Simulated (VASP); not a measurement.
Wanted: the native input for a VASP 6.6.1 run.

```yaml
Task: single point
Functional: PBEsol
Potentials_or_basis: VASP PAW PBE potentials, release 64 (Cu, O)
Cutoff: 520 eV
k_mesh: 13 × 13 × 9
Occupations: fermi-dirac, width 0.1 eV
Spin: no spin polarisation
Dipole_correction: no
Further_INCAR_settings: ALGO = Normal; EDIFF = 1e-06; NBANDS = 32
```

The structure of CuO2 lies in POSCAR:

```
CuO2
1.0
    1.4126150000     -5.2107470000      0.0000000000
    1.4126150000      5.2107470000      0.0000000000
    0.0000000000      0.0000000000      4.3434240000
Cu O
2 4
Direct
    0.1672530000      0.8327470000      0.7500000000
    0.8327470000      0.1672530000      0.2500000000
    0.7889700000      0.2110300000      0.7500000000
    0.2110300000      0.7889700000      0.2500000000
    0.5514860000      0.4485140000      0.7500000000
    0.4485140000      0.5514860000      0.2500000000
```

These files were run (other wordings do the same):

INCAR

```
ALGO = Normal
EDIFF = 1E-6
ENCUT = 520
GGA = PS
ISIF = 2
ISMEAR = -1
LASPH = T
LCHARG = T
LELF = T
LREAL = F
LVHAR = T
LWAVE = F
NBANDS = 32
NELM = 60
PREC = Accurate
SIGMA = 0.1
```

KPOINTS

```
k-points
0
Gamma
  13 13 9
```

Potentials or basis: VASP PAW PBE potentials, release 64 (Cu, O).

Launch:

```sh
$ cat potpaw_PBE.64/Cu/POTCAR potpaw_PBE.64/O/POTCAR > POTCAR
$ mpirun -np 1 vasp_std > vasp.out
```

Results of the run:

| Quantity | Value |
| --- | --- |
| Pressure | -7.5 GPa |
| Largest force | 0.453 eV/Å |
| Band gap on the k mesh | zero (band 23 reaches 2.64 eV, above the bottom of band 24 at 2.22 eV) |

Caveat: the PAW data sets were made with another functional, which shifts forces and pressure a little; semilocal functionals often make such compounds metallic where correlation or magnetic order opens a gap, which also shifts bond lengths.

Wall time 13 min on 1 thread of AMD EPYC 7R13 Processor (Zen 3), with other jobs on the host, peak memory 0.47 GiB.
